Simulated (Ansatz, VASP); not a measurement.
**One calculation of Mg8HO8, two programs**

```
Mg O H
1.0
     0.00000    4.24830    4.24830
     4.24830    0.00000    4.24830
     4.24830    4.24830    0.00000
Mg O H
8 8 1
Direct
  0.99958 0.99989 0.00034
  0.99958 0.99988 0.49986
  0.99600 0.50123 0.00120
  0.99958 0.50036 0.49987
  0.50071 0.99680 0.00105
  0.50008 0.99988 0.49985
  0.50045 0.50084 0.00081
  0.50073 0.50109 0.49673
  0.24400 0.24429 0.26713
  0.24383 0.24409 0.74407
  0.24917 0.75015 0.25012
  0.24399 0.76720 0.74425
  0.74981 0.24953 0.25011
  0.76641 0.24443 0.74441
  0.74981 0.75016 0.25013
  0.74981 0.75014 0.74950
  0.37320 0.37490 0.87476
```

Alike in both runs: functional PBE; k mesh 2 × 2 × 2; occupations fermi-dirac, width 0.05 eV; collinear spin.

Ansatz relaxed the structure, and its values are those at the end. VASP's run is a single point on that final structure, the one shown.

|  | VASP | Ansatz |
| --- | --- | --- |
| version | VASP 6.6.1 | Ansatz 0.2.0 |
| potentials or method | VASP PAW PBE potentials, release 64 (Mg, O, H), cutoff 520 eV | scalar-relativistic, plane waves, PAW |
| valence electrons in the cell | 65 | 129 |

Ansatz gave:

- rms of the force components (eV/Å): 0.050
- net moment per atom (μB): 0.04
- size of the moment on the site where the two differ most (μB): 0.31

Problem. What did VASP give for the same quantities?

Solution. rms of the force components (eV/Å): 0.049; net moment per atom (μB): 0.04; size of the moment on the site where the two differ most (μB): 0.21.

Site moments also hang on the region over which each program counts them. VASP's potentials hold 65 valence electrons a cell and Ansatz's 129, so a difference there can come from the potentials and not from the codes.

The k mesh is coarse, so the values compare programs but aren't converged.
